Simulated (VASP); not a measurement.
# CsLiCr2Te2S3 (R32) in VASP: single point with PBE+U

Aim: the single point of CsLiCr2Te2S3 with PBE+U.

Everything below comes from runs of VASP 6.6.1. Logs are shortened: lines on timing, memory, paths and dates and some standing lists are left out, and cuts for length are marked.

## (1) The cell of the first run

Symmetry: R32, No. 155, trigonal system. Conventional cell: a = 6.639 Å, b = 6.639 Å, c = 20.639 Å, α = 90.00°, β = 90.00°, γ = 120.00°. Within 5.2 Å of Cs (site symmetry 32) lie 6 Te at 3.84 Å and 6 S at 4.04 Å and 8 Cr at 4.16 to 4.70 Å and 6 Li at 5.15 Å. Li (site symmetry 32) has 3 S at 2.41 Å within 3.2 Å. Cr (site symmetry 3) has 3 S at 2.24 Å and 1 Te at 2.45 Å within 3.0 Å. Within 3.2 Å of Te (site symmetry 3) lie 1 Cr at 2.45 Å. Within 3.0 Å of S (site symmetry 2) lie 2 Cr at 2.24 Å and 1 Li at 2.41 Å.

## (2) Single point, PBE+U, collinear spin, ferromagnetic start

File INCAR:

```
SYSTEM = CsLiCr2Te2S3
ALGO = Normal ; EDIFF = 1E-6
ENCUT = 520 ; GGA = PE
ISIF = 2 ; ISMEAR = -1
ISPIN = 2 ; LASPH = .TRUE.
LCHARG = .FALSE. ; LDAU = .TRUE.
LDAUJ = 0 0 0 0 0 ; LDAUL = -1 -1 2 -1 -1
LDAUPRINT = 1 ; LDAUTYPE = 2
LDAUU = 0 0 6 0 0 ; LMAXMIX = 4
LORBIT = 11 ; LREAL = .FALSE.
LWAVE = .FALSE. ; MAGMOM = 0 0 3 3 0 0 0 0 0
NBANDS = 47 ; NELM = 150
PREC = Accurate ; SIGMA = 0.05
```

File KPOINTS:

```
k-points
0
G
  4 4 4
  0 0 0
```

File POSCAR:

```
CsLiCr2Te2S3
1.0
    3.3192900000      1.9163900000      6.8798200000
   -3.3192900000      1.9163900000      6.8798200000
    0.0000000000     -3.8327900000      6.8798200000
Cs Li Cr Te S
1 1 2 2 3
Direct
    0.0000000000      0.0000000000      0.0000000000
    0.5000000000      0.5000000000      0.5000000000
    0.7984800000      0.7984800000      0.7984800000
    0.2015200000      0.2015200000      0.2015200000
    0.6799000000      0.6799000000      0.6799000000
    0.3201000000      0.3201000000      0.3201000000
    0.1362600000      0.8637400000      0.5000000000
    0.5000000000      0.1362600000      0.8637400000
    0.8637400000      0.5000000000      0.1362600000
```

Potentials or basis: VASP PAW PBE potentials, release 64 (Cs_sv, Li_sv, Cr_pv, Te, S).

The run is started by

```
> cat potpaw_PBE.64/Cs_sv/POTCAR potpaw_PBE.64/Li_sv/POTCAR potpaw_PBE.64/Cr_pv/POTCAR potpaw_PBE.64/Te/POTCAR potpaw_PBE.64/S/POTCAR > POTCAR
> mpirun -np 1 vasp_std > vasp.out
```

OUTCAR:

```text
SYSTEM = CsLiCr2Te2S3
   EDIFF = 1E-6
   ENCUT = 520
   GGA = PE
   ISIF = 2
   ISMEAR = -1
   ISPIN = 2
   LASPH = .TRUE.
   LORBIT = 11
   LREAL = .FALSE.
   NELM = 150
   PREC = Accurate

 ion  position               nearest neighbor table
   1  0.000  0.000  0.000-
   2  0.500  0.500  0.500-   7 2.41   8 2.41   9 2.41
   3  0.798  0.798  0.798-   7 2.24   8 2.24   9 2.24   5 2.45
   4  0.202  0.202  0.202-   7 2.24   9 2.24   8 2.24   6 2.45
   5  0.680  0.680  0.680-   3 2.45
   6  0.320  0.320  0.320-   4 2.45
   7  0.136  0.864  0.500-   3 2.24   4 2.24   2 2.41
   8  0.500  0.136  0.864-   3 2.24   4 2.24   2 2.41
   9  0.864  0.500  0.136-   4 2.24   3 2.24   2 2.41

  LATTYP: Found a trigonal (rhomboedric) cell.
 ALAT       =     7.8754149077
 COS(alpha) =     0.6447177554

  Lattice vectors:

 A1 = (   3.3192900000,   1.9163900000,   6.8798200000)
 A2 = (  -3.3192900000,   1.9163900000,   6.8798200000)
 A3 = (   0.0000000000,  -3.8327900000,   6.8798200000)

Analysis of symmetry for initial positions (statically):
=====================================================================
 Subroutine PRICEL returns:
 Original cell was already a primitive cell.

 Routine SETGRP: Setting up the symmetry group for a
 trigonal (rhombohedral) supercell.

 Subroutine GETGRP returns: Found  6 space group operations
 (whereof  6 operations were pure point group operations)
 out of a pool of 12 trial point group operations.

The static configuration has the point symmetry D_3 .

Analysis of symmetry for dynamics (positions and initial velocities):
=====================================================================
 Subroutine PRICEL returns:
 Original cell was already a primitive cell.

 Routine SETGRP: Setting up the symmetry group for a
 trigonal (rhombohedral) supercell.

 Subroutine GETGRP returns: Found  6 space group operations
 (whereof  6 operations were pure point group operations)
 out of a pool of 12 trial point group operations.

The dynamic configuration has the point symmetry D_3 .

Analysis of structural, dynamic, and magnetic symmetry:
=====================================================================
 Subroutine PRICEL returns:
 Original cell was already a primitive cell.

 Routine SETGRP: Setting up the symmetry group for a
 trigonal (rhombohedral) supercell.

 Subroutine GETGRP returns: Found  6 space group operations
 (whereof  6 operations were pure point group operations)
 out of a pool of 12 trial point group operations.

The overall configuration has the point symmetry D_3 .

 Subroutine INISYM returns: Found  6 space group operations
 (whereof  6 operations are pure point group operations),
 and found     1 'primitive' translations

----------------------------------------------------------------------------------------

                                     Primitive cell

  volume of cell :     262.5779

  direct lattice vectors                    reciprocal lattice vectors
     3.319290000  1.916390000  6.879820000     0.150634624  0.086968924  0.048450922
    -3.319290000  1.916390000  6.879820000    -0.150634624  0.086968924  0.048450922
     0.000000000 -3.832790000  6.879820000     0.000000000 -0.173937849  0.048450796
[... 156 lines left out ...]
  o =  0.6665  v = -0.3718 -0.5141  0.0000 -0.4320  0.6409  0.0000  0.0000  0.0000  0.0000  0.0000      0.0000  0.0000  0.0000  0.0000  0.0000  0.0000  0.0000  0.0000  0.0000  0.0000
  o =  0.6665  v = -0.6409 -0.4320  0.0000  0.5141 -0.3718  0.0000  0.0000  0.0000  0.0000  0.0000      0.0000  0.0000  0.0000  0.0000  0.0000  0.0000  0.0000  0.0000  0.0000  0.0000
  o =  0.9050  v = -0.5116  0.3681 -0.0000 -0.6431 -0.4350  0.0000  0.0000  0.0000  0.0000  0.0000      0.0000  0.0000  0.0000  0.0000  0.0000  0.0000  0.0000  0.0000  0.0000  0.0000
  o =  0.9050  v =  0.4350 -0.6431 -0.0000 -0.3681 -0.5116  0.0000  0.0000  0.0000  0.0000  0.0000      0.0000  0.0000  0.0000  0.0000  0.0000  0.0000  0.0000  0.0000  0.0000  0.0000

atom =   4  type =  3  l = 2

 onsite density matrix

spin component  1

  0.7740  0.1116  0.0000  0.0403  0.0000
  0.1116  0.7974 -0.0000 -0.0000  0.0403
  0.0000 -0.0000  0.6571 -0.0000  0.0000
  0.0403 -0.0000 -0.0000  0.7974 -0.1116
  0.0000  0.0403  0.0000 -0.1116  0.7740

spin component  2

  0.0766 -0.0310 -0.0000 -0.0089 -0.0000
 -0.0310  0.0637 -0.0000  0.0000 -0.0089
 -0.0000 -0.0000  0.1114  0.0000  0.0000
 -0.0089  0.0000  0.0000  0.0637  0.0310
 -0.0000 -0.0089  0.0000  0.0310  0.0766

 occupancies and eigenvectors

  o =  0.0373  v =  0.0000  0.0000  0.0000  0.0000  0.0000  0.4636  0.3984  0.0000  0.6629 -0.4324      0.0000  0.0000  0.0000  0.0000  0.0000  0.0000  0.0000  0.0000  0.0000  0.0000
  o =  0.0373  v =  0.0000  0.0000  0.0000  0.0000  0.0000  0.4324  0.6629  0.0000 -0.3984  0.4636      0.0000  0.0000  0.0000  0.0000  0.0000  0.0000  0.0000  0.0000  0.0000  0.0000
  o =  0.1031  v =  0.0000  0.0000  0.0000  0.0000  0.0000 -0.4155  0.4746  0.0000 -0.4202 -0.6524      0.0000  0.0000  0.0000  0.0000  0.0000  0.0000  0.0000  0.0000  0.0000  0.0000
  o =  0.1031  v =  0.0000  0.0000  0.0000  0.0000  0.0000 -0.6524  0.4202  0.0000  0.4746  0.4155      0.0000  0.0000  0.0000  0.0000  0.0000  0.0000  0.0000  0.0000  0.0000  0.0000
  o =  0.1114  v =  0.0000  0.0000  0.0000  0.0000  0.0000  0.0000 -0.0000  1.0000  0.0000  0.0000      0.0000  0.0000  0.0000  0.0000  0.0000  0.0000  0.0000  0.0000  0.0000  0.0000
  o =  0.6571  v = -0.0000  0.0000  1.0000 -0.0000 -0.0000  0.0000  0.0000  0.0000  0.0000  0.0000      0.0000  0.0000  0.0000  0.0000  0.0000  0.0000  0.0000  0.0000  0.0000  0.0000
  o =  0.6665  v = -0.3718  0.5141 -0.0000 -0.4320 -0.6409  0.0000  0.0000  0.0000  0.0000  0.0000      0.0000  0.0000  0.0000  0.0000  0.0000  0.0000  0.0000  0.0000  0.0000  0.0000
  o =  0.6665  v = -0.6409  0.4320 -0.0000  0.5141  0.3718  0.0000  0.0000  0.0000  0.0000  0.0000      0.0000  0.0000  0.0000  0.0000  0.0000  0.0000  0.0000  0.0000  0.0000  0.0000
  o =  0.9050  v = -0.5116 -0.3681  0.0000 -0.6431  0.4350  0.0000  0.0000  0.0000  0.0000  0.0000      0.0000  0.0000  0.0000  0.0000  0.0000  0.0000  0.0000  0.0000  0.0000  0.0000
  o =  0.9050  v =  0.4350  0.6431  0.0000 -0.3681  0.5116  0.0000  0.0000  0.0000  0.0000  0.0000      0.0000  0.0000  0.0000  0.0000  0.0000  0.0000  0.0000  0.0000  0.0000  0.0000

 number of electron      66.0000003 magnetization       4.2681798

 Free energy of the ion-electron system (eV)
  ---------------------------------------------------
  ext. energy  EPLUGINS =         0.00000000
  ---------------------------------------------------
  free energy    TOTEN  =       -36.80102718 eV

  energy without entropy =      -36.76538682  energy(sigma->0) =      -36.78320700

 E-fermi :   2.6060     XC(G=0):  -8.3794

 val. band max:        2.5788787840   @ k =   0.0000   0.0000   0.0000
 cond. band min:       2.6159747871   @ k =   0.5000   0.5000   0.2500
 fundamental gap:      0.0370960031
 Fermi energy:         2.6059745522

 spin component 1

 k-point     1 :       0.0000    0.0000    0.0000
  band No.  band energies     occupation
      1     -42.9030      1.00000
      2     -41.4320      1.00000
      3     -41.4314      1.00000
      4     -41.3546      1.00000
      5     -41.3546      1.00000
      6     -41.3520      1.00000
[... 613 lines left out ...]
     44       7.7112      0.00000
     45       8.2898      0.00000
 Fermi energy:         2.6059745522

 spin component 2

 k-point     1 :       0.0000    0.0000    0.0000
  band No.  band energies     occupation
      1     -42.9047      1.00000
      2     -38.0910      1.00000
      3     -38.0902      1.00000
      4     -37.8881      1.00000
      5     -37.8881      1.00000
      6     -37.8842      1.00000
[... 613 lines left out ...]
     44       8.5705      0.00000
     45       8.5705      0.00000
 [bands above 45 left out]

------------------------ aborting loop because EDIFF is reached ----------------------------------------

  FORCE on cell =-STRESS in cart. coord.  units (eV):
  Direction    XX          YY          ZZ          XY          YZ          ZX
  --------------------------------------------------------------------------------------
  -------------------------------------------------------------------------------------
  Total        6.4172934      6.4172958      8.8983891      0.0000000     -0.0000043      0.0000000
  in kB       39.1565395     39.1565542     54.2954953      0.0000000     -0.0000263      0.0000000
  external PRESSURE =      44.2028630 kB  Pullay stress =       0.0000000 kB

 VOLUME and BASIS-vectors are now :
 -----------------------------------------------------------------------------
  energy-cutoff  :      520.00
  volume of cell :      262.58
      direct lattice vectors                 reciprocal lattice vectors
     3.319290000  1.916390000  6.879820000     0.150634624  0.086968924  0.048450922
    -3.319290000  1.916390000  6.879820000    -0.150634624  0.086968924  0.048450922
     0.000000000 -3.832790000  6.879820000     0.000000000 -0.173937849  0.048450796

 POSITION                                       TOTAL-FORCE (eV/Angst)
 -----------------------------------------------------------------------------------
      0.00000      0.00000      0.00000        -0.000000      0.000000      0.000000
      0.00000     -0.00001     10.31973        -0.000000     -0.000000      0.000000
      0.00000     -0.00001     16.48020        -0.000000     -0.000000      0.587537
      0.00000     -0.00000      4.15926        -0.000000      0.000000     -0.587537
      0.00000     -0.00001     14.03277        -0.000000      0.000001     -1.662730
      0.00000     -0.00000      6.60669        -0.000000     -0.000001      1.662730
     -2.41472     -0.00001     10.31973         0.905408      0.000000      0.000000
      1.20736     -2.09121     10.31973        -0.452704      0.784106      0.000000
      1.20736      2.09120     10.31973        -0.452704     -0.784106      0.000000
 -----------------------------------------------------------------------------------
    total drift:                                0.000018      0.000000     -0.000000

  FREE ENERGIE OF THE ION-ELECTRON SYSTEM (eV)
  ---------------------------------------------------
  free  energy   TOTEN  =       -36.8010271807 eV

  energy  without entropy=      -36.7653868192  energy(sigma->0) =      -36.78320700

 total charge

# of ion       s       p       d       tot
------------------------------------------
    1        1.834   4.700   0.036   6.571
    2        2.016   0.045   0.000   2.060
    3        0.336   6.297   4.164  10.798
    4        0.336   6.297   4.164  10.798
    5        1.390   1.985   0.018   3.393
    6        1.390   1.985   0.018   3.393
    7        1.333   2.439   0.000   3.772
    8        1.333   2.439   0.000   3.772
    9        1.333   2.439   0.000   3.772
--------------------------------------------------
tot         11.303  28.625   8.401  48.330

 magnetization (x)

# of ion       s       p       d       tot
------------------------------------------
    1       -0.002  -0.013  -0.005  -0.020
    2       -0.000  -0.001   0.000  -0.001
    3        0.041   0.023   3.396   3.460
    4        0.041   0.023   3.396   3.460
    5       -0.015  -0.497   0.006  -0.506
    6       -0.015  -0.497   0.006  -0.506
    7       -0.015  -0.272   0.000  -0.288
    8       -0.015  -0.272   0.000  -0.288
    9       -0.015  -0.272   0.000  -0.288
--------------------------------------------------
tot          0.003  -1.778   6.798   5.023
```

It took 32 min on 1 thread of Intel Xeon 8259CL, shared host; peak memory 0.84 GiB.

Results:

```yaml
Free_energy: -36.8010 eV
Largest_force: 1.663 eV/Å
Net_moment: 4.27 μB per cell
Site_moments: Cs -0.02; Li -0.00; Cr +3.46; Te -0.51; S -0.29 μB
Valence_electrons_inside_the_program's_atomic_spheres: Cs 6.57; Li 2.06; Cr 10.80; Te 3.39; S 3.77
```

Forces in eV/Å, atoms in the order of the input:
```
Cs   0.000  0.000  0.000
Li   0.000  0.000  0.000
Cr   0.000  0.000  0.588
Cr   0.000  0.000 -0.588
Te   0.000  0.000 -1.663
Te   0.000  0.000  1.663
S    0.905  0.000  0.000
S   -0.453  0.784  0.000
S   -0.453 -0.784  0.000
```

Eigenvalues of the final occupation matrices:
```
    site  spin  trace               eigenvalues
site 3 d     1   3.80  0.66 0.67 0.67 0.90 0.90
site 3 d     2   0.39  0.04 0.04 0.10 0.10 0.11
site 4 d     1   3.80  0.66 0.67 0.67 0.90 0.90
site 4 d     2   0.39  0.04 0.04 0.10 0.10 0.11
```

Caveat: the cutoff is under 1.25 times the usual one of these potentials, so pressure, stress and relaxed cells hold a basis-set (Pulay) error; spin-orbit coupling is left out, which moves the levels of the heavy elements; the run started ferromagnetic, and an antiferromagnetic order may lie lower in energy; forces of over 1 eV/Å act on the atoms, so gaps and moduli don't describe the material at rest. The state reached can hang on the start; a lower one may exist.
